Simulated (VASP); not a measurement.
Crystal: Mg.

```
Mg
1.0
     3.20930    0.00000    0.00000
    -1.60465    2.77934    0.00000
     0.00000    0.00000    5.21030
Mg
2
Direct
  0.66667 0.33333 0.75000
  0.33333 0.66667 0.25000
```

```yaml
Program: VASP 6.6.1
Task: relaxation of cell and atoms
Functional: PBEsol
Dispersion: D3(BJ)
Potentials_or_basis: VASP PAW PBE potentials, release 64 (Mg)
Cutoff: 600 eV
k_mesh: 10 × 10 × 5
Occupations: fermi-dirac, width 0.05 eV
Spin: no spin polarisation
```

At the start: pressure -3.0 GPa; volume 23.24 Å³/atom.

**Question.** How do energy, volume and symmetry change on relaxing?

**Answer.** Over 10 steps the energy falls by 20.5 meV/atom and the volume is 21.40 Å³/atom (-7.9 %); space group P6_3/mmc (No. 194, to 0.05 Å).

Step by step:
```
step  energy change (eV)  largest force (eV/Å)  pressure (GPa)  volume (Å³)
   1              0.0000                0.0000           -2.97        46.47
   2             -0.0364                0.0000           -0.84        43.64
   3             -0.0393                0.0000            0.03        42.72
   4             -0.0393                0.0000            0.10        42.65
   5             -0.0403                0.0000            0.10        42.66
   6             -0.0400                0.0000            0.11        42.71
   7             -0.0410                0.0000            0.10        42.68
   8             -0.0410                0.0000            0.10        42.69
   9             -0.0410                0.0000            0.10        42.69
  10             -0.0410                0.0000           -0.01        42.80
```

Final structure:
```cif
data_structure
_symmetry_space_group_name_H-M 'P 1'
_symmetry_Int_Tables_number 1
_cell_length_a 3.0944
_cell_length_b 3.0944
_cell_length_c 5.1613
_cell_angle_alpha 90.000
_cell_angle_beta 90.000
_cell_angle_gamma 120.000
_cell_volume 42.80
loop_
_atom_site_label
_atom_site_type_symbol
_atom_site_fract_x
_atom_site_fract_y
_atom_site_fract_z
_atom_site_occupancy
Mg1 Mg 0.66667 0.33333 0.75000 1
Mg2 Mg 0.33333 0.66667 0.25000 1
```

Caveat: the PAW data sets were made with another functional, which shifts forces and pressure a little; pairwise dispersion overbinds metals, which lowers pressure and volume.
